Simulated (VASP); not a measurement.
# Ge (Fd-3m) in VASP: a series of runs

Ge is run at these levels: PBE; tasks: single point.

Everything below comes from runs of VASP 6.6.1. Logs are shortened: lines on timing, memory, paths and dates and some standing lists are left out, and cuts for length are marked.

## Step 1: The cell of the first run

Symmetry: Fd-3m, No. 227, cubic system. The conventional cell has a = 5.658 Å, b = 5.658 Å, c = 5.658 Å, α = 90.00°, β = 90.00°, γ = 90.00°. Ge (site symmetry -43m) has 4 Ge at 2.45 Å within 3.2 Å.

## Step 2: Single point, PBE

Input file INCAR:

```
PREC = Accurate
ENCUT = 520
EDIFF = 1E-6
ISMEAR = -1
SIGMA = 0.05
LREAL = False
LASPH = True
NELM = 100
ALGO = Normal
ISIF = 2
LWAVE = False
LCHARG = True
GGA = PE
LELF = True
LVHAR = True
NBANDS = 21
```

Input file KPOINTS:

```
Automatic mesh
0
Gamma
  11 11 11
```

Input file POSCAR:

```
Ge
1.0
    0.0000000000      2.8287700000      2.8287700000
    2.8287700000      0.0000000000      2.8287700000
    2.8287700000      2.8287700000      0.0000000000
Ge
2
Direct
    0.5000000000      0.5000000000      0.5000000000
    0.7500000000      0.7500000000      0.7500000000
```

Potentials or basis: VASP PAW PBE potentials, release 64 (Ge_d).

Run with:

```console
cat potpaw_PBE.64/Ge_d/POTCAR > POTCAR
mpirun -np 1 vasp_std > vasp.out
```

OUTCAR:

```text
PREC = Accurate
   ENCUT = 520
   EDIFF = 1E-6
   ISMEAR = -1
   LREAL = False
   LASPH = True
   NELM = 100
   ISIF = 2
   GGA = PE

 ion  position               nearest neighbor table
   1  0.500  0.500  0.500-   2 2.45   2 2.45   2 2.45   2 2.45
   2  0.750  0.750  0.750-   1 2.45   1 2.45   1 2.45   1 2.45

  LATTYP: Found a face centered cubic cell.
 ALAT       =     5.6575400000

  Lattice vectors:

 A1 = (   0.0000000000,   2.8287700000,   2.8287700000)
 A2 = (   2.8287700000,   0.0000000000,   2.8287700000)
 A3 = (   2.8287700000,   2.8287700000,   0.0000000000)

Analysis of symmetry for initial positions (statically):
=====================================================================
 Subroutine PRICEL returns:
 Original cell was already a primitive cell.

 Routine SETGRP: Setting up the symmetry group for a
 face centered cubic supercell.

 Subroutine GETGRP returns: Found 48 space group operations
 (whereof 24 operations were pure point group operations)
 out of a pool of 48 trial point group operations.

The static configuration has the point symmetry T_d .
 The point group associated with its full space group is O_h .

Analysis of symmetry for dynamics (positions and initial velocities):
=====================================================================
 Subroutine PRICEL returns:
 Original cell was already a primitive cell.

 Routine SETGRP: Setting up the symmetry group for a
 face centered cubic supercell.

 Subroutine GETGRP returns: Found 48 space group operations
 (whereof 24 operations were pure point group operations)
 out of a pool of 48 trial point group operations.

The dynamic configuration has the point symmetry T_d .
 The point group associated with its full space group is O_h .

 Subroutine INISYM returns: Found 48 space group operations
 (whereof 24 operations are pure point group operations),
 and found     1 'primitive' translations

----------------------------------------------------------------------------------------

                                     Primitive cell

  volume of cell :      45.2713

  direct lattice vectors                    reciprocal lattice vectors
     0.000000000  2.828770000  2.828770000    -0.176755268  0.176755268  0.176755268
[... 80 lines left out ...]
   ISPIN  =      1    spin polarized calculation?
   LNONCOLLINEAR =      F non collinear calculations
   LSORBIT =      F    spin-orbit coupling
   LASPH  =      T    aspherical Exc in radial PAW
   ENCUT  =  520.0 eV  38.22 Ry    6.18 a.u.   7.44  7.44  7.44*2*pi/ulx,y,z
   NELM   =    100;   NELMIN=  2; NELMDL= -5     # of ELM steps
   EDIFF  = 0.1E-05   stopping-criterion for ELM
   LREAL  =      F    real-space projection
   EDIFFG = 0.1E-04   stopping-criterion for IOM
   NSW    =      0    number of steps for IOM
   IBRION =     -1    ionic relax: 0-MD 1-quasi-New 2-CG
   NFREE  =      0    steps in history (QN), initial steepest desc. (CG)
   ISIF   =      2    stress and relaxation
   ISYM   =      2    0-nonsym 1-usesym 2-fastsym
   POTIM  = 0.5000    time-step for ionic-motion
   TEBEG  =    0.0;   TEEND  =   0.0 temperature during run
   PSTRESS=    0.0 pullay stress
   NELECT =      28.0000    total number of electrons
   NUPDOWN=      -1.0000    fix difference up-down
   EMIN   =  10.00;   EMAX   =-10.00  energy-range for DOS
   EFERMI =   0.00;   METHOD = LEGACY
   ISMEAR =    -1;   SIGMA  =   0.05  broadening in eV -4-tet -1-fermi 0-gaus
   EFERMI_NEDOS =   21; number of points for ismear=-14 and -15
   IALGO  =     38    algorithm
   IMIX   =      4    mixing-type and parameters
     AMIX     =   0.40;   BMIX     =  1.00
     AMIX_MAG =   1.60;   BMIX_MAG =  1.00
  volume/ion in A,a.u.               =      22.64       152.75
  Fermi-wavevector in a.u.,A,eV,Ry     =   1.394825  2.635838 26.470653  1.945538
  Thomas-Fermi vector in A             =   2.518337
   LORBIT       =      0    0 simple, 1 ext, 2 COOP (PROOUT), +10 PAW based schemes
   GGA     = PE    functional components
   LHFCALC =     F    Hartree Fock is set to
   AEXX    =    0.0000 exact exchange contribution
   IVDW    =     0    specifies the selected vdW correction
   LEPSILON=     F    determine dielectric tensor
   LRPA    =     F    only Hartree local field effects (RPA)
 non-spin polarized calculation
  energy-cutoff  :      520.00
  volume of cell :       45.27
 maximum number of plane-waves:      1243
 NGX is ok and might be reduce to    30
   NGX = 15   NGY = 15   NGZ = 15

 number of electron      28.0000022 magnetization

 Free energy of the ion-electron system (eV)
  ---------------------------------------------------
  ext. energy  EPLUGINS =         0.00000000
  ---------------------------------------------------
  free energy    TOTEN  =        -9.00807764 eV

  energy without entropy =       -9.00768125  energy(sigma->0) =       -9.00787945

 E-fermi :   5.0454     XC(G=0):  -9.9254

 val. band max:        5.0294108628   @ k =   0.0000   0.0000   0.0000
 cond. band min:       5.1959320011   @ k =   0.4545   0.0000   0.0000
 fundamental gap:      0.1665211384
 Fermi energy:         5.0454483083

 k-point     1 :       0.0000    0.0000    0.0000
  band No.  band energies     occupation
      1     -19.8216      2.00000
      2     -19.8216      2.00000
      3     -19.8216      2.00000
      4     -19.7854      2.00000
      5     -19.7854      2.00000
      6     -19.5748      2.00000
[... 565 lines left out ...]
     20      14.6316      0.00000
     21      14.8240      0.00000

 [... further k-points ...]

------------------------ aborting loop because EDIFF is reached ----------------------------------------

  FORCE on cell =-STRESS in cart. coord.  units (eV):
  Direction    XX          YY          ZZ          XY          YZ          ZX
  --------------------------------------------------------------------------------------
  -------------------------------------------------------------------------------------
  Total        1.0101610      1.0101610      1.0101610     -0.0000000      0.0000000      0.0000000
  in kB       35.7501845     35.7501845     35.7501845     -0.0000000      0.0000000      0.0000000
  external PRESSURE =      35.7501845 kB  Pullay stress =       0.0000000 kB

 VOLUME and BASIS-vectors are now :
 -----------------------------------------------------------------------------
  energy-cutoff  :      520.00
  volume of cell :       45.27
      direct lattice vectors                 reciprocal lattice vectors
     0.000000000  2.828770000  2.828770000    -0.176755268  0.176755268  0.176755268
     2.828770000  0.000000000  2.828770000     0.176755268 -0.176755268  0.176755268
     2.828770000  2.828770000  0.000000000     0.176755268  0.176755268 -0.176755268

 POSITION                                       TOTAL-FORCE (eV/Angst)
 -----------------------------------------------------------------------------------
      2.82877      2.82877      2.82877        -0.000000     -0.000000     -0.000000
      4.24315      4.24315      4.24315         0.000000      0.000000      0.000000
 -----------------------------------------------------------------------------------
    total drift:                                0.000000     -0.000000     -0.000000

  FREE ENERGIE OF THE ION-ELECTRON SYSTEM (eV)
  ---------------------------------------------------
  free  energy   TOTEN  =        -9.0080776440 eV

  energy  without entropy=       -9.0076812469  energy(sigma->0) =       -9.00787945
```

Wall time 22 s (1 thread of Intel Xeon 6975P-C (Granite Rapids), shared host); peak memory 0.18 GiB.

Results:

* Free energy: -9.0081 eV
* Pressure: 3.6 GPa

Levels at points of the mesh, in eV from the Fermi level:
```
           k point  band 11  band 12  band 13  band 14  band 15  band 16  band 17  band 18
(0.00, 0.00, 0.00)   -12.82    -0.05    -0.05    -0.05    -0.02     2.50     2.50     2.50
```

Caveat: the cell stands under pressure.

## Step 3: Single point, PBE

Input file INCAR:

```
SYSTEM = Ge
  PREC = Accurate
  ENCUT = 520
  EDIFF = 1E-6
  ISMEAR = -1
  SIGMA = 0.05
  LREAL = .FALSE.
  LASPH = .TRUE.
  NELM = 60
  ALGO = Normal
  ISIF = 2
  LWAVE = .FALSE.
  LCHARG = .FALSE.
  GGA = PE
  NBANDS = 21
```

Input file KPOINTS:

```
regular mesh
0
G
  11 11 11
  0 0 0
```

POSCAR is that of step 2.

Potentials or basis: VASP PAW PBE potentials, release 64 (Ge_d).

Run with:

```console
cat potpaw_PBE.64/Ge_d/POTCAR > POTCAR
mpirun -np 1 vasp_std > vasp.out
```

OUTCAR:

```text
SYSTEM = Ge
   PREC = Accurate
   ENCUT = 520
   EDIFF = 1E-6
   ISMEAR = -1
   LREAL = .FALSE.
   LASPH = .TRUE.
   NELM = 60
   ISIF = 2
   GGA = PE

 ion  position               nearest neighbor table
   1  0.500  0.500  0.500-   2 2.45   2 2.45   2 2.45   2 2.45
   2  0.750  0.750  0.750-   1 2.45   1 2.45   1 2.45   1 2.45

  LATTYP: Found a face centered cubic cell.
 ALAT       =     5.6575400000

  Lattice vectors:

[... 764 lines left out ...]

------------------------ aborting loop because EDIFF is reached ----------------------------------------

  FORCE on cell =-STRESS in cart. coord.  units (eV):
  Direction    XX          YY          ZZ          XY          YZ          ZX
  --------------------------------------------------------------------------------------
  -------------------------------------------------------------------------------------
  Total        1.0101610      1.0101610      1.0101610     -0.0000000      0.0000000      0.0000000
  in kB       35.7501845     35.7501845     35.7501845     -0.0000000      0.0000000      0.0000000
  external PRESSURE =      35.7501845 kB  Pullay stress =       0.0000000 kB

 VOLUME and BASIS-vectors are now :
 -----------------------------------------------------------------------------
  energy-cutoff  :      520.00
  volume of cell :       45.27
      direct lattice vectors                 reciprocal lattice vectors
     0.000000000  2.828770000  2.828770000    -0.176755268  0.176755268  0.176755268
     2.828770000  0.000000000  2.828770000     0.176755268 -0.176755268  0.176755268
     2.828770000  2.828770000  0.000000000     0.176755268  0.176755268 -0.176755268

 POSITION                                       TOTAL-FORCE (eV/Angst)
 -----------------------------------------------------------------------------------
      2.82877      2.82877      2.82877        -0.000000     -0.000000     -0.000000
      4.24315      4.24315      4.24315         0.000000      0.000000      0.000000
 -----------------------------------------------------------------------------------
    total drift:                                0.000000     -0.000000     -0.000000

  FREE ENERGIE OF THE ION-ELECTRON SYSTEM (eV)
  ---------------------------------------------------
  free  energy   TOTEN  =        -9.0080776440 eV

  energy  without entropy=       -9.0076812469  energy(sigma->0) =       -9.00787945
```

stdout:

```text
POSCAR found type information on POSCAR Ge
 POSCAR found :  1 types and       2 ions
 scaLAPACK will be used
 LDA part: xc-table for (Slater+PW92), standard interpolation
 POSCAR, INCAR and KPOINTS ok, starting setup
 FFT: planning ... GRIDC
 FFT: planning ... GRID_SOFT
 FFT: planning ... GRID
 WAVECAR not read
 entering main loop
```

Wall time 26 s (1 thread of Intel Xeon 6975P-C (Granite Rapids), shared host); peak memory 0.18 GiB.

Results:

```
Free energy : -9.0081 eV
Pressure    : 3.6 GPa
```

Caveat: the cell stands under pressure.

## Step 4: Single point, PBE, non-collinear spin, zero start, spin-orbit coupling

Input file INCAR:

```
SYSTEM = Ge
PREC = Accurate
ENCUT = 520
EDIFF = 1E-6
ISMEAR = -1
SIGMA = 0.05
LREAL = .False.
LASPH = .True.
NELM = 150
ALGO = Normal
ISIF = 2
LWAVE = .False.
LCHARG = .True.
MAGMOM = 0 0 0 0 0 0
LORBIT = 11
LSORBIT = .True.
GGA_COMPAT = .False.
LORBMOM = .True.
GGA = PE
LVHAR = .True.
NBANDS = 40
```

Input file KPOINTS:

```
regular mesh
0
Gamma
  11 11 11
  0 0 0
```

POSCAR is that of step 3.

Potentials or basis: VASP PAW PBE potentials, release 64 (Ge_d).

Run with:

```console
cat potpaw_PBE.64/Ge_d/POTCAR > POTCAR
mpirun -np 1 vasp_ncl > vasp.out
```

OUTCAR:

```text
SYSTEM = Ge
   PREC = Accurate
   ENCUT = 520
   EDIFF = 1E-6
   ISMEAR = -1
   LREAL = .False.
   LASPH = .True.
   NELM = 150
   ISIF = 2
   LORBIT = 11
   LSORBIT = .True.
   GGA = PE

 ion  position               nearest neighbor table
   1  0.500  0.500  0.500-   2 2.45   2 2.45   2 2.45   2 2.45
   2  0.750  0.750  0.750-   1 2.45   1 2.45   1 2.45   1 2.45

  LATTYP: Found a face centered cubic cell.
 ALAT       =     5.6575400000

  Lattice vectors:

 A1 = (   0.0000000000,   2.8287700000,   2.8287700000)
 A2 = (   2.8287700000,   0.0000000000,   2.8287700000)
 A3 = (   2.8287700000,   2.8287700000,   0.0000000000)

[... 1326 lines left out ...]
    -0.0007606    -0.0001902     0.0000000    -0.0001902     0.0000000
 l=   3
     0.0000000     0.0000000     0.0000000     0.0000000     0.0000000     0.0000000     0.0000000
     0.0000000     0.0000000     0.0000000     0.0000000     0.0000000     0.0000000     0.0000000
     0.0000000     0.0000000     0.0000000     0.0000000     0.0000000     0.0000000     0.0000000
     0.0000000     0.0000000     0.0000000     0.0000000     0.0000000     0.0000000     0.0000000
     0.0000000     0.0000000     0.0000000     0.0000000     0.0000000     0.0000000     0.0000000
     0.0000000     0.0000000     0.0000000     0.0000000     0.0000000     0.0000000     0.0000000
     0.0000000     0.0000000     0.0000000     0.0000000     0.0000000     0.0000000     0.0000000

 total charge

# of ion       s       p       d       tot
------------------------------------------
    1        1.130   1.265  10.024  12.418
    2        1.130   1.265  10.024  12.418
--------------------------------------------------
tot          2.260   2.529  20.048  24.837

 magnetization (x)

# of ion       s       p       d       tot
------------------------------------------
    1        0.000  -0.000   0.000  -0.000
    2        0.000   0.000   0.000   0.000
--------------------------------------------------
tot          0.000   0.000   0.000   0.000

 magnetization (y)

# of ion       s       p       d       tot
------------------------------------------
    1       -0.000   0.000   0.000   0.000
    2       -0.000  -0.000  -0.000  -0.000
--------------------------------------------------
tot         -0.000   0.000  -0.000  -0.000

 magnetization (z)

# of ion       s       p       d       tot
------------------------------------------
    1        0.000  -0.000   0.000  -0.000
    2        0.000  -0.000   0.000   0.000
--------------------------------------------------
tot          0.000  -0.000   0.000  -0.000
```

stdout:

```text
POSCAR found type information on POSCAR Ge
 POSCAR found :  1 types and       2 ions
 scaLAPACK will be used
 LDA part: xc-table for (Slater+PW92), standard interpolation
 POSCAR, INCAR and KPOINTS ok, starting setup
 FFT: planning ... GRIDC
 FFT: planning ... GRID_SOFT
 FFT: planning ... GRID
 WAVECAR not read
 entering main loop
```

It took 1.7 min on 1 thread of Intel Xeon 6975P-C (Granite Rapids), shared host; peak memory 0.35 GiB.

Results:

| Item | Value |
| --- | --- |
| Free energy | -9.0263 eV |
| Pressure | 3.6 GPa |
| Net moment | 0.00 μB per cell |
| Valence electrons inside the program's atomic spheres | Ge 12.42 |

Moments on the atoms (μB; x, y, z):
```
Ge  0.00 0.00 0.00
Ge  0.00 0.00 0.00
```

Caveat: the cell stands under pressure.
